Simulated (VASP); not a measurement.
A run of VASP 6.6.1:

The input INCAR:

```
SYSTEM = Be
  PREC = Accurate
  ENCUT = 520
  EDIFF = 1E-6
  ISMEAR = 0
  SIGMA = 0.1
  LREAL = .False.
  LASPH = .True.
  NELM = 60
  ALGO = Fast
  ISIF = 2
  LWAVE = .False.
  LCHARG = .False.
  GGA = CA
  NBANDS = 7
```

KPOINTS

```
regular mesh
0
Gamma
  24 24 24
  0 0 0
```

POSCAR

```
Be
1.0
   -1.2297878392      1.2297878392      1.2297878392
    1.2297878392     -1.2297878392      1.2297878392
    1.2297878392      1.2297878392     -1.2297878392
Be
1
Direct
    0.0000000000      0.0000000000      0.0000000000
```

Potentials or basis: VASP PAW LDA potentials, release 64 (Be).

Launch:

```bash
$ cat potpaw_LDA.64/Be/POTCAR > POTCAR
$ mpirun -np 1 vasp_std > vasp.out
```

Hardware: 1 thread of Intel Xeon 8259CL (shared host).

Task: How long does it take, and how much memory?

Result: Run time: 10 s on 1 thread of Intel Xeon 8259CL (shared host), peak memory 0.12 GiB. Counts: scf iterations 9, k points 413.
